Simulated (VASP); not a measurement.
# P: single point with PBE

The system is P.

```
P
1.0
     4.64629    0.00000    0.06905
     0.00000    3.30368    0.00000
    -1.24604    0.00000    6.28001
P
4
Direct
  0.54841 0.00000 0.83276
  0.13062 0.50000 0.16739
  0.45159 0.00000 0.16724
  0.86938 0.50000 0.83261
```

```
Program             : VASP 6.6.1
Task                : single point
Functional          : PBE
Potentials or basis : VASP PAW PBE potentials, release 64 (P)
Cutoff              : 520 eV
k mesh              : 8 × 10 × 6
Occupations         : gaussian, width 0.01 eV
Spin                : no spin polarisation
```

```
Pressure               : -0.5 GPa
Largest force          : 0.048 eV/Å
Band gap on the k mesh : 0.53 eV
```

Forces on the atoms (eV/Å):
```
P    0.032  0.000  0.033
P    0.030  0.000 -0.037
P   -0.032  0.000 -0.033
P   -0.030  0.000  0.037
```

Stress tensor (GPa, compression positive):
```
-0.55  0.00  0.02
 0.00 -0.45  0.00
 0.02  0.00 -0.47
```

Levels at points of the mesh, in eV from the valence-band top:
| k point | band 8 | band 9 | band 10 | band 11 | band 12 | band 13 |
| --- | --- | --- | --- | --- | --- | --- |
| (0.00, 0.00, 0.00) | -1.90 | -1.70 | -0.05 | 1.39 | 1.63 | 2.71 |
| (0.50, 0.00, 0.00) | -2.49 | -1.29 | -1.19 | 2.07 | 2.16 | 3.69 |
| (0.00, 0.50, 0.00) | -2.65 | -2.17 | -2.06 | 1.32 | 1.35 | 2.08 |
| (0.50, 0.50, 0.00) | -4.47 | -1.31 | -1.27 | 2.01 | 2.52 | 3.77 |
| (0.00, 0.00, 0.50) | -1.74 | -1.33 | 0.00 | 0.53 | 1.71 | 2.64 |
| (0.50, 0.00, 0.50) | -2.49 | -1.40 | -1.26 | 2.01 | 2.14 | 3.21 |
| (0.00, 0.50, 0.50) | -2.74 | -1.81 | -1.71 | 1.09 | 1.12 | 2.27 |
| (0.50, 0.50, 0.50) | -4.57 | -0.93 | -0.92 | 2.18 | 2.77 | 3.78 |

It took 100 s on 1 thread of Intel(R) Xeon(R) Platinum 8488C (Sapphire Rapids), with other jobs on the host, peak memory 0.33 GiB.

Caveat: this functional lacks dispersion, which binds layers or chains, so the pressure and a relaxed spacing across them are unreliable. A k mesh can miss the band edges.
